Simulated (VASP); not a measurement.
A run of VASP 6.6.1 is set up as follows.

The input INCAR:

```
SYSTEM = Ca8H12Br5
PREC     = Accurate       ! precision mode
ENCUT    = 520            ! plane-wave cutoff, eV
EDIFF    = 1E-6           ! SCF threshold, eV
ISMEAR   = -1             ! smearing method
SIGMA    = 0.05           ! smearing width, eV
LREAL    = Auto         
LASPH    = .TRUE.         ! aspherical terms in the spheres
NELM     = 150            ! most SCF steps
ALGO     = Normal         ! electronic algorithm
ISIF     = 2              ! what is computed and relaxed
LWAVE    = .FALSE.        ! write WAVECAR
LCHARG   = .FALSE.        ! write CHGCAR
ISPIN    = 2              ! spin polarisation
MAGMOM   = 0 0 0 0 0 0 0 0 0 -0.06 -0.12 0 -0.06 -0.13 0 -0.06 -0.12 0 0 -0.12 0 0 0 0 0 ! initial moments
LORBIT   = 11             ! projections on sites
GGA      = PS             ! functional
NBANDS   = 86             ! bands
```

File KPOINTS:

```
Automatic mesh
0
G
  1 1 1
  0 0 0
```

The input POSCAR:

```
Ca8H12Br5
1.0
    7.8058800000      0.0000000000      0.0000000000
   -3.9029400000      6.7600900000      0.0000000000
    0.0000000000      0.0000000000     18.8287650000
Ca H Br
8 12 5
Direct
    0.3333385326      0.1666693787      0.1207248590
    0.2431866875      0.4146838282      0.3613248134
    0.3333313610      0.6666627219      0.1207248590
    0.2377657793      0.8689529281      0.3694825444
    0.8333334082      0.1666693787      0.1207248590
    0.7664615879      0.4020064822      0.3554189560
    0.8333262366      0.6666627219      0.1207248590
    0.7355267100      0.9197510684      0.3302606411
    0.4009926835      0.2519641011      0.3921075015
    0.1666693787      0.3333387573      0.1075375894
    0.0000000000      0.0000000000      0.0531102279
    0.4329999126      0.7348422876      0.3848632664
    0.1666622070      0.8333321006      0.1075375894
   -0.0000071716      0.4999933433      0.0531102279
    0.8897041113      0.2225562086      0.3873753802
    0.6666642543      0.3333387573      0.1075375894
    0.4999948757      0.0000000000      0.0531102279
    0.9092730511      0.7548863994      0.3750006971
    0.6666698936      0.8333321006      0.1075375894
    0.5000005149      0.4999933433      0.0531102279
    0.0995204159      0.1245841402      0.2570269479
   -0.0273531525      0.5513240208      0.2355544827
    0.4612562272     -0.0375586716      0.2480247642
    0.5555315882      0.5438241207      0.2586521208
    1.0939952725      0.5458950990      0.4750072562
```

Potentials or basis: VASP PAW PBE potentials, release 64 (Ca_sv, H, Br).

Launch:

```sh
$ cat potpaw_PBE.64/Ca_sv/POTCAR potpaw_PBE.64/H/POTCAR potpaw_PBE.64/Br/POTCAR > POTCAR
$ mpirun -np 1 vasp_gam > vasp.out
```

Task: Estimate the largest force.

Result: 1.743 eV/Å.

Task: What does it give for the band gap on the k mesh?

Result: 0.33 eV.

Task: Estimate the site moments.

Result: Ca -0.00, +0.00; H -0.00, -0.03, -0.06, -0.05, -0.02; Br -0.00, +0.00 μB.

Forces on the atoms (eV/Å):
```
Ca   0.026  0.031 -1.273
Ca   0.095 -0.074  0.449
Ca  -0.087 -0.040 -1.265
Ca  -0.662  0.212  0.571
Ca   0.007  0.199 -1.324
Ca  -1.087  0.394  0.895
Ca  -0.244  0.064 -1.725
Ca   0.627 -0.616  0.448
H    0.434 -0.359 -0.072
H   -0.019  0.056  0.223
H   -0.011  0.032  0.942
H    0.096  0.330 -0.356
H   -0.006  0.063  0.186
H   -0.005 -0.001  0.900
H    0.055 -0.507 -0.631
H   -0.007 -0.049  0.270
H    0.018 -0.019  0.944
H   -0.114 -0.089 -0.154
H    0.013  0.075  0.409
H   -0.012  0.016  0.951
Br  -0.167 -0.419 -0.067
Br   1.278 -0.191  0.330
Br   0.281  0.556 -0.360
Br  -0.141  0.067  0.123
Br  -0.369  0.271 -0.415
```

Caveat: the k points lie up to 0.93 Å⁻¹ apart; the PAW data sets were made with another functional, which shifts forces and pressure a little.
